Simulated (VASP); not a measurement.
Crystal: Ta2N.

```
Ta N
1.0
     3.11286    0.00000    0.00000
    -1.55643    2.69582    0.00000
     0.00000    0.00000    4.86984
Ta N
2 1
Direct
  0.33333 0.66667 0.25471
  0.66667 0.33333 0.74529
  0.00000 0.00000 0.00000
```

- Program: VASP 6.6.1
- Task: relaxation of cell and atoms
- Functional: PBEsol
- Potentials or basis: VASP PAW PBE potentials, release 64 (Ta_pv, N)
- Cutoff: 600 eV
- k mesh: 10 × 10 × 6
- Occupations: fermi-dirac, width 0.05 eV
- Spin: no spin polarisation
- Hubbard terms: Ta d U = 5.0 eV

At the start: pressure 5.6 GPa; volume 13.62 Å³/atom.

Where does the relaxation end?

Over 8 steps the energy falls by 10.7 meV/atom and the volume is 13.85 Å³/atom (+1.7 %); space group P-3m1 (No. 164, to 0.1 Å) before and after.

The path:
| step | energy change (eV) | largest force (eV/Å) | pressure (GPa) | volume (Å³) |
| --- | --- | --- | --- | --- |
| 1 | 0.0000 | 0.3934 | 5.65 | 40.87 |
| 2 | 0.0648 | 0.3543 | -13.05 | 43.77 |
| 3 | -0.0215 | 0.1121 | -1.25 | 41.81 |
| 4 | -0.0315 | 0.0168 | -0.48 | 41.64 |
| 5 | -0.0319 | 0.0092 | -0.28 | 41.60 |
| 6 | -0.0319 | 0.0123 | -0.26 | 41.60 |
| 7 | -0.0318 | 0.0218 | 0.55 | 41.48 |
| 8 | -0.0320 | 0.0015 | 0.00 | 41.56 |

Final structure:
```cif
data_structure
_symmetry_space_group_name_H-M 'P 1'
_symmetry_Int_Tables_number 1
_cell_length_a 3.0998
_cell_length_b 3.0998
_cell_length_c 4.9943
_cell_angle_alpha 90.000
_cell_angle_beta 90.000
_cell_angle_gamma 120.000
_cell_volume 41.56
loop_
_atom_site_label
_atom_site_type_symbol
_atom_site_fract_x
_atom_site_fract_y
_atom_site_fract_z
_atom_site_occupancy
Ta1 Ta 0.33333 0.66667 0.25790 1
Ta2 Ta 0.66667 0.33333 0.74210 1
N1 N 0.00000 0.00000 0.00000 1
```

Caveat: the PAW data sets were made with another functional, which shifts forces and pressure a little; U without spin polarisation on a metal has little footing.
